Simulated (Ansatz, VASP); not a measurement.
One calculation of NaF, two programs

```xyz
2
Lattice="0.0000 2.3389 2.3741 2.3389 0.0000 2.3741 2.3389 2.3389 0.0000" Properties=species:S:1:pos:R:3 pbc="T T T"
Na    0.0000    0.0000    0.0000
F     2.3389    2.3389    2.3741
```

Change from the starting cell: z stretched by +1 % at fixed volume, PAW files.

Alike in both runs: task electric field gradients; functional PBE; k mesh 16 × 16 × 16; occupations fermi-dirac, width 0.05 eV; no spin polarisation.

|  | VASP | Ansatz |
| --- | --- | --- |
| version | VASP 6.6.1 | Ansatz 0.2.0 |
| potentials or method | VASP PAW PBE potentials, release 64 (Na_pv, F) | PAW with Ansatz's default frozen-core files, scalar-relativistic |
| plane-wave cutoff (eV) | 520 | 420 |
| valence electrons in the cell | 14 | 16 |

```csv
,VASP,Ansatz,Ansatz less VASP
gap on the k mesh at the Fermi level (eV),6.07,6.09,+0.015
pressure (GPa),-0.1,0.0,+0.14
"traceless stress, the component that is largest in VASP (GPa)",-0.68,-0.66,+0.021
size of Vzz on the site where it differs most (V/Å²),2.1,1.9,-0.25
```

VASP's potentials hold 14 valence electrons a cell and Ansatz's 16, so a difference there can come from the potentials and not from the codes.
